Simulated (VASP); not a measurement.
## Si49C47 (a cell with a defect): single point with PBEsol

System: Si49C47 (a cell with a defect).

```
Si C
1.0
     9.23420    0.00000    0.00000
     0.00000   10.66274    0.00000
     0.00000    0.00000   10.07595
Si C
49 47
Direct
  0.00014 0.00264 0.50030
  0.33103 0.99598 0.49999
  0.16739 0.25020 0.49971
  0.00038 0.49974 0.49973
  0.66938 0.99608 0.50001
  0.50010 0.22606 0.50942
  0.31153 0.51234 0.50953
  0.16350 0.75325 0.50012
  0.83306 0.25039 0.49976
  0.68861 0.51236 0.50949
  0.50019 0.74995 0.49985
  0.83682 0.75318 0.50012
  0.99997 0.16756 0.25051
  0.33371 0.16584 0.24953
  0.16693 0.41748 0.24950
  0.00002 0.66685 0.25016
  0.66631 0.16591 0.24949
  0.49991 0.41691 0.22292
  0.33231 0.66705 0.24945
  0.16583 0.91710 0.25038
  0.83309 0.41756 0.24961
  0.66765 0.66705 0.24951
  0.50001 0.91628 0.25036
  0.83417 0.91707 0.25037
  0.16695 0.08365 0.75033
  0.00000 0.33370 0.75016
  0.49996 0.07929 0.75287
  0.33261 0.33310 0.75001
  0.16335 0.58548 0.75305
  0.99996 0.83508 0.75074
  0.83299 0.08369 0.75035
  0.66727 0.33316 0.75002
  0.49996 0.58425 0.75026
  0.33281 0.83273 0.75049
  0.83653 0.58542 0.75306
  0.66711 0.83272 0.75050
  0.50006 0.41615 0.43805
  0.99998 0.00113 0.00026
  0.33288 0.99885 0.00071
  0.16692 0.25035 0.00032
  0.99996 0.50047 0.00115
  0.66704 0.99888 0.00073
  0.49994 0.24707 0.99544
  0.33066 0.50172 0.99542
  0.16566 0.75093 0.00074
  0.83301 0.25039 0.00033
  0.66922 0.50165 0.99547
  0.49995 0.74968 0.00041
  0.83428 0.75093 0.00073
  0.00002 0.00108 0.18748
  0.33307 0.99917 0.18770
  0.16715 0.25040 0.18804
  0.00000 0.50028 0.18773
  0.66703 0.99920 0.18772
  0.50006 0.24577 0.18053
  0.32928 0.50253 0.18027
  0.16600 0.75083 0.18760
  0.83290 0.25046 0.18807
  0.67075 0.50244 0.18043
  0.50003 0.74963 0.18805
  0.83407 0.75079 0.18758
  0.99989 0.00133 0.68777
  0.33268 0.99884 0.68756
  0.16662 0.25019 0.68705
  0.99998 0.50025 0.68734
  0.66717 0.99886 0.68757
  0.49989 0.24546 0.69421
  0.32920 0.50240 0.69423
  0.16547 0.75099 0.68766
  0.83320 0.25025 0.68708
  0.67054 0.50245 0.69424
  0.49991 0.75005 0.68718
  0.83433 0.75094 0.68766
  0.00003 0.16836 0.43814
  0.32974 0.15996 0.43783
  0.16237 0.41664 0.43747
  0.00023 0.66622 0.43821
  0.67060 0.16022 0.43780
  0.32901 0.67311 0.43784
  0.16346 0.91736 0.43803
  0.83808 0.41702 0.43769
  0.67115 0.67314 0.43785
  0.50018 0.91603 0.43831
  0.83678 0.91725 0.43803
  0.16711 0.08371 0.93836
  0.99997 0.33369 0.93843
  0.49996 0.07956 0.93838
  0.33305 0.33338 0.93733
  0.16357 0.58537 0.93835
  0.99998 0.83494 0.93838
  0.83285 0.08374 0.93839
  0.66687 0.33336 0.93733
  0.49999 0.58378 0.93735
  0.33299 0.83256 0.93839
  0.83632 0.58533 0.93833
  0.66695 0.83259 0.93841
```

| Item | Value |
| --- | --- |
| Program | VASP 6.6.1 |
| Task | single point |
| Functional | PBEsol |
| Potentials or basis | VASP PAW PBE potentials, release 64 (Si, C) |
| Cutoff | 520 eV |
| k mesh | 1 × 1 × 1, shifted |
| Occupations | fermi-dirac, width 0.05 eV |
| Spin | no spin polarisation |
| Dipole correction | no |
| Further INCAR settings | LREAL = Auto; ALGO = Normal; EDIFF = 1e-07; NBANDS = 246; ISYM = 0 |

```json
{
 "Pressure": "3.8 GPa",
 "Largest force": "0.031 eV/Å",
 "Band gap on the k mesh": "2.24 eV"
}
```

Forces in eV/Å, atoms in the order of the input:
```
Si  -0.015 -0.002  0.010
Si  -0.013 -0.006  0.012
Si  -0.020 -0.005  0.007
Si  -0.029 -0.003  0.006
Si  -0.016  0.003  0.000
Si   0.002  0.004  0.001
Si   0.008 -0.003 -0.005
Si  -0.007  0.003  0.007
Si  -0.028  0.006  0.006
Si  -0.004 -0.002  0.010
Si  -0.021 -0.007  0.006
Si  -0.010 -0.006  0.011
Si   0.007 -0.009  0.000
Si   0.015  0.001 -0.004
Si   0.003  0.004 -0.003
Si   0.009 -0.004 -0.003
Si   0.005 -0.005  0.010
Si   0.014 -0.009 -0.003
Si   0.013 -0.002  0.010
Si   0.007 -0.004  0.001
Si   0.010 -0.007  0.010
Si   0.006 -0.008 -0.003
Si   0.010 -0.002  0.002
Si   0.008 -0.003  0.004
Si  -0.012 -0.005 -0.002
Si  -0.013 -0.006 -0.002
Si  -0.007 -0.008  0.001
Si  -0.001  0.004 -0.003
Si  -0.002 -0.006  0.003
Si  -0.012 -0.004  0.000
Si  -0.007 -0.003  0.000
Si  -0.011 -0.004 -0.005
Si  -0.012  0.000 -0.002
Si  -0.002 -0.008  0.000
Si  -0.003  0.000 -0.009
Si  -0.010 -0.007  0.000
Si   0.002  0.008  0.000
Si  -0.001 -0.002 -0.002
Si   0.003 -0.002 -0.004
Si   0.004  0.000 -0.007
Si   0.001  0.001  0.000
Si   0.006 -0.005 -0.005
Si   0.007  0.001  0.001
Si   0.009 -0.008 -0.012
Si  -0.001  0.002 -0.003
Si  -0.001 -0.002 -0.005
Si   0.003  0.001  0.002
Si   0.008  0.000 -0.004
Si   0.001 -0.005 -0.004
C   -0.005  0.004  0.000
C   -0.008  0.002  0.005
C   -0.008 -0.001  0.004
C    0.002  0.003  0.007
C   -0.013  0.001  0.004
C   -0.017  0.000 -0.002
C   -0.009 -0.001  0.020
C   -0.016 -0.003  0.000
C    0.001  0.000  0.001
C   -0.012  0.015 -0.004
C   -0.007  0.000  0.003
C   -0.002  0.001  0.006
C    0.016 -0.007 -0.008
C    0.017 -0.003 -0.003
C    0.013  0.002 -0.002
C    0.007  0.008 -0.011
C    0.011  0.002 -0.002
C    0.013  0.001 -0.007
C    0.010  0.012  0.008
C    0.011  0.000 -0.009
C    0.019  0.001 -0.001
C    0.016  0.003 -0.006
C    0.013  0.003 -0.006
C    0.022  0.001 -0.009
C    0.024  0.005 -0.012
C   -0.004  0.018 -0.008
C   -0.010  0.023  0.012
C   -0.008  0.007  0.000
C   -0.003 -0.015  0.001
C    0.012  0.014 -0.010
C   -0.005 -0.013 -0.005
C    0.003 -0.024 -0.020
C    0.007  0.008 -0.007
C    0.001  0.012 -0.009
C    0.014  0.004 -0.007
C    0.003  0.005  0.005
C    0.003 -0.003  0.001
C   -0.002  0.008  0.002
C   -0.006  0.005  0.006
C    0.000  0.004  0.001
C    0.000  0.004  0.005
C   -0.004  0.004  0.004
C   -0.001  0.004  0.007
C   -0.006 -0.007  0.008
C   -0.003  0.005  0.002
C    0.002  0.007  0.010
C    0.004  0.002  0.000
```

Stress tensor (GPa, compression positive):
```
 3.64 -0.01  0.00
-0.01  3.82 -0.01
 0.00 -0.01  3.93
```

Levels at points of the mesh, in eV from the valence-band top:
```tsv
k point	band 188	band 189	band 190	band 191	band 192	band 193	band 194	band 195	band 196	band 197
(0.25, 0.25, 0.25)	-0.75	-0.60	-0.28	-0.15	0.00	2.27	2.36	2.51	2.59	2.75
```

Run time: 27 min on 1 thread of Intel(R) Xeon(R) Platinum 8259CL CPU @ 2.50GHz (Skylake/Cascade Lake), on a shared host, peak memory 1.2 GiB.

Caveat: the PAW data sets were made with another functional, which shifts forces and pressure a little.
